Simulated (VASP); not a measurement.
Crystal: Au.

```
CELL_PARAMETERS angstrom
3.21304 0.00000 0.00000
-1.60652 2.78258 0.00000
0.00000 0.00000 8.75097
ATOMIC_POSITIONS crystal
Au 0.00000 0.00000 0.25000
Au 0.00000 0.00000 0.75000
Au 0.33333 0.66667 0.75000
Au 0.66667 0.33333 0.25000
```

| Quantity | Value |
| --- | --- |
| Program | VASP 6.6.1 |
| Task | relaxation of cell and atoms |
| Functional | PBE |
| Potentials or basis | VASP PAW PBE potentials, release 64 (Au) |
| Cutoff | 500 eV |
| k mesh | 6 × 6 × 2 |
| Occupations | gaussian, width 0.1 eV |
| Spin | no spin polarisation |

At the start: pressure 299.5 GPa; volume 19.56 Å³/atom.

Question: Where does the relaxation end?

Answer: Over 26 steps the energy falls by 13140.4 meV/atom and the volume is 24.06 Å³/atom (+23.0 %); space group P6_3/mmc (No. 194, to 0.05 Å).

Step by step:
| step | energy change (eV) | largest force (eV/Å) | pressure (GPa) | volume (Å³) |
| --- | --- | --- | --- | --- |
| 1 | 0.0000 | 0.0000 | 299.50 | 78.24 |
| 2 | 489.3318 | 0.0000 | -57.65 | 1034.43 |
| 3 | -12.3324 | 0.0000 | -56.69 | 335.56 |
| 4 | -48.6406 | 0.0000 | -8.82 | 200.67 |
| 5 | -49.4365 | 0.0000 | -7.07 | 189.55 |
| 6 | -50.7961 | 0.0000 | -2.40 | 158.99 |
| 7 | -46.1431 | 0.0000 | 39.94 | 115.09 |
| 8 | -50.8505 | 0.0000 | -1.52 | 155.69 |
| 9 | -50.8759 | 0.0000 | -0.07 | 151.28 |
| 10 | -50.8732 | 0.0000 | -0.67 | 152.99 |
| 11 | -50.8789 | 0.0000 | 0.04 | 150.04 |
| 12 | -50.8790 | 0.0000 | -0.01 | 150.29 |
| 13 | -50.8841 | 0.0000 | -0.03 | 149.04 |
| 14 | -50.9013 | 0.0000 | -0.04 | 145.28 |
| 15 | -50.9458 | 0.0000 | -0.04 | 137.77 |
| 16 | -51.1044 | 0.0000 | 0.02 | 122.74 |
| 17 | -52.3230 | 0.0000 | 4.65 | 92.68 |
| 18 | 358.1158 | 0.0000 | 2919.35 | 32.51 |
| 19 | -52.3524 | 0.0000 | 5.51 | 91.53 |
| 20 | -52.3660 | 0.0000 | 7.03 | 89.85 |
| 21 | -52.4319 | 0.0000 | 5.48 | 91.04 |
| 22 | -52.5463 | 0.0000 | 1.49 | 94.67 |
| 23 | -52.5604 | 0.0000 | -0.12 | 96.42 |
| 24 | -52.5606 | 0.0000 | -0.27 | 96.59 |
| 25 | -52.5611 | 0.0000 | -0.21 | 96.50 |
| 26 | -52.5617 | 0.0000 | 0.00 | 96.22 |

Final structure:
```yaml
crystal:
  lattice:
    - [4.63021, 0.00000, 0.00000]
    - [-2.31511, 4.00988, 0.00000]
    - [0.00000, 0.00000, 5.18260]
  atoms:
    - { symbol: Au, position: [0.00000, 0.00000, 0.25000] }
    - { symbol: Au, position: [0.00000, 0.00000, 0.75000] }
    - { symbol: Au, position: [0.33333, 0.66667, 0.75000] }
    - { symbol: Au, position: [0.66667, 0.33333, 0.25000] }
```

Caveat: the k points lie up to 0.61 Å⁻¹ apart in the final cell; the volume moved by over 15 % at a fixed basis, so the end points are rough.
